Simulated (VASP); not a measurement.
# SrCl2 (Fm-3m) in VASP: settings compared

SrCl2 is run at these levels: PBE+D3(BJ), PBE, PBE+D4; tasks: single point, relaxation of cell and atoms.

Program: VASP 6.6.1. These are calculated values, not measurements. Logs are shortened: lines on timing, memory, paths and dates and some standing lists are left out, and cuts for length are marked.

## Step 1: The cell of the first run

Symmetry: Fm-3m, No. 225, cubic system. Conventional cell: a = 6.977 Å, b = 6.977 Å, c = 6.977 Å, α = 90.00°, β = 90.00°, γ = 90.00°. Sr (site symmetry m-3m) has 8 Cl at 3.02 Å within 4.0 Å. Within 4.0 Å of Cl (site symmetry -43m) lie 4 Sr at 3.02 Å and 6 Cl at 3.49 Å.

## Step 2: Single point, PBE+D3(BJ)

INCAR reads:

```
SYSTEM = SrCl2
  ALGO = Normal
  EDIFF = 1E-6
  ENCUT = 520
  GGA = PE
  ISIF = 2
  ISMEAR = -1
  IVDW = 12
  LASPH = .True.
  LCHARG = .True.
  LELF = .True.
  LREAL = .False.
  LVHAR = .True.
  LWAVE = .False.
  NBANDS = 19
  NELM = 80
  PREC = Accurate
  SIGMA = 0.05
```

KPOINTS reads:

```
k-points
0
Gamma
  7 7 7
  0 0 0
```

POSCAR reads:

```
SrCl2
1.0
    0.0000000000      3.4883500000      3.4883500000
    3.4883500000      0.0000000000      3.4883500000
    3.4883500000      3.4883500000      0.0000000000
Sr Cl
1 2
Direct
    0.0000000000      0.0000000000      0.0000000000
    0.7500000000      0.7500000000      0.7500000000
    0.2500000000      0.2500000000      0.2500000000
```

Potentials or basis: VASP PAW PBE potentials, release 64 (Sr_sv, Cl).

Run with:

```sh
> cat potpaw_PBE.64/Sr_sv/POTCAR potpaw_PBE.64/Cl/POTCAR > POTCAR
> mpirun -np 1 vasp_std > vasp.out
```

OUTCAR:

```text
SYSTEM = SrCl2
   EDIFF = 1E-6
   ENCUT = 520
   GGA = PE
   ISIF = 2
   ISMEAR = -1
   IVDW = 12
   LASPH = .True.
   LREAL = .False.
   NELM = 80
   PREC = Accurate
 IVDW          = 12

 ion  position               nearest neighbor table
   1  0.000  0.000  0.000-   2 3.02   2 3.02   2 3.02   2 3.02   3 3.02   3 3.02   3 3.02   3 3.02

   2  0.750  0.750  0.750-   1 3.02   1 3.02   1 3.02   1 3.02
   3  0.250  0.250  0.250-   1 3.02   1 3.02   1 3.02   1 3.02

  LATTYP: Found a face centered cubic cell.
 ALAT       =     6.9767000000

  Lattice vectors:

 A1 = (   0.0000000000,   3.4883500000,   3.4883500000)
 A2 = (   3.4883500000,   0.0000000000,   3.4883500000)
 A3 = (   3.4883500000,   3.4883500000,   0.0000000000)

Analysis of symmetry for initial positions (statically):
=====================================================================
 Subroutine PRICEL returns:
 Original cell was already a primitive cell.

 Routine SETGRP: Setting up the symmetry group for a
 face centered cubic supercell.

 Subroutine GETGRP returns: Found 48 space group operations
 (whereof 48 operations were pure point group operations)
 out of a pool of 48 trial point group operations.

The static configuration has the point symmetry O_h .

Analysis of symmetry for dynamics (positions and initial velocities):
=====================================================================
 Subroutine PRICEL returns:
 Original cell was already a primitive cell.

 Routine SETGRP: Setting up the symmetry group for a
 face centered cubic supercell.

 Subroutine GETGRP returns: Found 48 space group operations
 (whereof 48 operations were pure point group operations)
 out of a pool of 48 trial point group operations.

The dynamic configuration has the point symmetry O_h .

 Subroutine INISYM returns: Found 48 space group operations
 (whereof 48 operations are pure point group operations),
 and found     1 'primitive' translations

----------------------------------------------------------------------------------------

                                     Primitive cell

  volume of cell :      84.8966

  direct lattice vectors                    reciprocal lattice vectors
     0.000000000  3.488350000  3.488350000    -0.143334241  0.143334241  0.143334241
     3.488350000  0.000000000  3.488350000     0.143334241 -0.143334241  0.143334241
     3.488350000  3.488350000  0.000000000     0.143334241  0.143334241 -0.143334241

  length of vectors
     4.933271880  4.933271880  4.933271880     0.248262188  0.248262188  0.248262188

  position of ions in fractional coordinates (direct lattice)
     0.000000000  0.000000000  0.000000000
     0.750000000  0.750000000  0.750000000
     0.250000000  0.250000000  0.250000000

  ion indices of the primitive-cell ions
   primitive index   ion index
                 1           1
                 2           2
                 3           3

----------------------------------------------------------------------------------------

 KPOINTS: k-points

Automatic generation of k-mesh.
 Grid dimensions read from file:
 generate k-points for:    7    7    7

 Generating k-lattice:

  Cartesian coordinates                     Fractional coordinates (reciprocal lattice)
    -0.020476320  0.020476320  0.020476320     0.142857143  0.000000000  0.000000000
     0.020476320 -0.020476320  0.020476320     0.000000000  0.142857143  0.000000000
     0.020476320  0.020476320 -0.020476320     0.000000000  0.000000000  0.142857143

  Length of vectors
     0.035466027  0.035466027  0.035466027

  Shift w.r.t. Gamma in fractional coordinates (k-lattice)
     0.000000000  0.000000000  0.000000000

 Subroutine IBZKPT returns following result:
 ===========================================

 Found     20 irreducible k-points:

 Following reciprocal coordinates:
            Coordinates               Weight
  0.000000  0.000000  0.000000      1.000000
  0.142857  0.000000  0.000000      8.000000
  0.285714  0.000000  0.000000      8.000000
  0.428571  0.000000  0.000000      8.000000
  0.142857  0.142857  0.000000      6.000000
  0.285714  0.142857  0.000000     24.000000
[... 12 lines left out ...]
 -0.428571  0.428571  0.142857     24.000000
 -0.285714  0.428571  0.142857     24.000000
   k-points           NKPTS =     20   k-points in BZ     NKDIM =     20   number of bands    NBANDS=     19
   number of dos      NEDOS =    301   number of ions     NIONS =      3
   total plane-waves  NPLWV =  64000
   dimension x,y,z NGX =    40 NGY =   40 NGZ =   40
   dimension x,y,z NGXF=    80 NGYF=   80 NGZF=   80
   ions per type =               1   2
   NGX,Y,Z   is equivalent  to a cutoff of  13.48, 13.48, 13.48 a.u.
   NGXF,Y,Z  is equivalent  to a cutoff of  26.96, 26.96, 26.96 a.u.
 SYSTEM =  SrCl2
   PREC   = accura    normal or accurate (medium, high low for compatibility)
   ISTART =      0    job   : 0-new  1-cont  2-samecut
   ICHARG =      2    charge: 1-file 2-atom 10-const
   ISPIN  =      1    spin polarized calculation?
   LNONCOLLINEAR =      F non collinear calculations
   LSORBIT =      F    spin-orbit coupling
   LASPH  =      T    aspherical Exc in radial PAW
   ENCUT  =  520.0 eV  38.22 Ry    6.18 a.u.   9.17  9.17  9.17*2*pi/ulx,y,z
   NELM   =     80;   NELMIN=  2; NELMDL= -5     # of ELM steps
   EDIFF  = 0.1E-05   stopping-criterion for ELM
   LREAL  =      F    real-space projection
   EDIFFG = 0.1E-04   stopping-criterion for IOM
   NSW    =      0    number of steps for IOM
   IBRION =     -1    ionic relax: 0-MD 1-quasi-New 2-CG
   NFREE  =      0    steps in history (QN), initial steepest desc. (CG)
   ISIF   =      2    stress and relaxation
   ISYM   =      2    0-nonsym 1-usesym 2-fastsym
   POTIM  = 0.5000    time-step for ionic-motion
   TEBEG  =    0.0;   TEEND  =   0.0 temperature during run
   PSTRESS=    0.0 pullay stress
   NELECT =      24.0000    total number of electrons
   NUPDOWN=      -1.0000    fix difference up-down
   EMIN   =  10.00;   EMAX   =-10.00  energy-range for DOS
   EFERMI =   0.00;   METHOD = LEGACY
   ISMEAR =    -1;   SIGMA  =   0.05  broadening in eV -4-tet -1-fermi 0-gaus
   EFERMI_NEDOS =   21; number of points for ismear=-14 and -15
   IALGO  =     38    algorithm
   IMIX   =      4    mixing-type and parameters
     AMIX     =   0.40;   BMIX     =  1.00
     AMIX_MAG =   1.60;   BMIX_MAG =  1.00
  volume/ion in A,a.u.               =      28.30       190.97
  Fermi-wavevector in a.u.,A,eV,Ry     =   1.074439  2.030396 15.706833  1.154420
  Thomas-Fermi vector in A             =   2.210267
   LORBIT       =      0    0 simple, 1 ext, 2 COOP (PROOUT), +10 PAW based schemes
   GGA     = PE    functional components
   LHFCALC =     F    Hartree Fock is set to
   AEXX    =    0.0000 exact exchange contribution
   IVDW    =    12    specifies the selected vdW correction
   LEPSILON=     F    determine dielectric tensor
   LRPA    =     F    only Hartree local field effects (RPA)
 non-spin polarized calculation
  energy-cutoff  :      520.00
  volume of cell :       84.90
 maximum number of plane-waves:      2301
 NGX is ok and might be reduce to    40
   NGX = 19   NGY = 19   NGZ = 19

 number of electron      24.0000003 magnetization

 Free energy of the ion-electron system (eV)
  ---------------------------------------------------
  ext. energy  EPLUGINS =         0.00000000
  ---------------------------------------------------
  free energy    TOTEN  =       -12.78235786 eV

  energy without entropy =      -12.78235786  energy(sigma->0) =      -12.78235786

 E-fermi :   1.1571     XC(G=0):  -8.2830

 val. band max:        0.1179513164   @ k =  -0.4286   0.4286   0.0000
 cond. band min:       5.4906693039   @ k =   0.0000   0.0000   0.0000
 fundamental gap:      5.3727179874
 Fermi energy:         1.1571428899

 k-point     1 :       0.0000    0.0000    0.0000
  band No.  band energies     occupation
      1     -32.7341      2.00000
      2     -14.7259      2.00000
      3     -14.7259      2.00000
      4     -14.7259      2.00000
      5     -13.1525      2.00000
      6     -12.3026      2.00000
[... 11 lines left out ...]
     18       9.1882      0.00000
     19       9.4668      0.00000

 k-point     2 :       0.1429    0.0000    0.0000
  band No.  band energies     occupation
      1     -32.7335      2.00000
      2     -14.7933      2.00000
      3     -14.7285      2.00000
      4     -14.7285      2.00000
      5     -13.0374      2.00000
      6     -12.3463      2.00000
[... 11 lines left out ...]
     18       8.9439      0.00000
     19       9.8884      0.00000

 k-point     3 :       0.2857    0.0000    0.0000
  band No.  band energies     occupation
      1     -32.7322      2.00000
      2     -14.9173      2.00000
      3     -14.7343      2.00000
      4     -14.7343      2.00000
      5     -12.8310      2.00000
      6     -12.4130      2.00000
[... 11 lines left out ...]
     18       8.7527      0.00000
     19       9.5768      0.00000

 k-point     4 :       0.4286    0.0000    0.0000
  band No.  band energies     occupation
      1     -32.7311      2.00000
      2     -14.9986      2.00000
      3     -14.7389      2.00000
      4     -14.7389      2.00000
      5     -12.7560      2.00000
      6     -12.3878      2.00000
[... 319 lines left out ...]
     18       9.0852      0.00000
     19       9.8389      0.00000

 k-point    19 :      -0.4286    0.4286    0.1429
  band No.  band energies     occupation
      1     -32.7300      2.00000
      2     -15.0097      2.00000
      3     -14.8189      2.00000
      4     -14.7567      2.00000
      5     -12.5510      2.00000
      6     -12.4571      2.00000
[... 11 lines left out ...]
     18       9.3486      0.00000
     19      10.0462      0.00000

 k-point    20 :      -0.2857    0.4286    0.1429
  band No.  band energies     occupation
      1     -32.7299      2.00000
      2     -14.9480      2.00000
      3     -14.8949      2.00000
      4     -14.7558      2.00000
      5     -12.5237      2.00000
      6     -12.4693      2.00000
[... 11 lines left out ...]
     18       9.5030      0.00000
     19      10.5850      0.00000

------------------------ aborting loop because EDIFF is reached ----------------------------------------

 Edisp (eV)   -0.66433

 E8    (eV) :    -0.2876

  FORCE on cell =-STRESS in cart. coord.  units (eV):
  Direction    XX          YY          ZZ          XY          YZ          ZX
  --------------------------------------------------------------------------------------
  -------------------------------------------------------------------------------------
  Total      -0.12001    -0.12001    -0.12001     0.00000     0.00000     0.00000
  in kB      -2.26480    -2.26480    -2.26480     0.00000     0.00000     0.00000
  external pressure =       -2.26 kB  Pullay stress =        0.00 kB

 VOLUME and BASIS-vectors are now :
 -----------------------------------------------------------------------------
  energy-cutoff  :      520.00
  volume of cell :       84.90
      direct lattice vectors                 reciprocal lattice vectors
     0.000000000  3.488350000  3.488350000    -0.143334241  0.143334241  0.143334241
     3.488350000  0.000000000  3.488350000     0.143334241 -0.143334241  0.143334241
     3.488350000  3.488350000  0.000000000     0.143334241  0.143334241 -0.143334241

 POSITION                                       TOTAL-FORCE (eV/Angst)
 -----------------------------------------------------------------------------------
      0.00000      0.00000      0.00000        -0.000000      0.000000     -0.000000
      5.23252      5.23252      5.23252         0.000000     -0.000000      0.000000
      1.74418      1.74418      1.74418        -0.000000      0.000000     -0.000000
 -----------------------------------------------------------------------------------
    total drift:                               -0.000000     -0.000000      0.000000

  FREE ENERGIE OF THE ION-ELECTRON SYSTEM (eV)
  ---------------------------------------------------
  free  energy   TOTEN  =       -13.4466831703 eV

  energy  without entropy=      -13.4466831702  energy(sigma->0) =      -13.44668317
```

Run time: 20 s. Hardware: 1 thread of Intel Xeon 6975P-C (Granite Rapids), shared host; peak memory 0.24 GiB.

What came out:

```
Free energy                : -13.4467 eV
Pressure                   : -0.2 GPa
Band gap on the k mesh     : 5.37 eV (least direct gap 5.68 eV)
Dispersion energy per atom : -0.221 eV
```

Levels at points of the mesh, in eV from the valence-band top:
| k point | band 9 | band 10 | band 11 | band 12 | band 13 | band 14 | band 15 | band 16 |
| --- | --- | --- | --- | --- | --- | --- | --- | --- |
| (0.00, 0.00, 0.00) | -2.09 | -0.30 | -0.30 | -0.30 | 5.37 | 6.13 | 6.13 | 9.07 |

Caveat: three body term missing; an odd mesh through Γ misses points on the zone boundary, where band edges can lie. Expect the measured gap to be larger: semilocal functionals such as PBE lack the derivative discontinuity.

(Continued in part 2 of 3.)
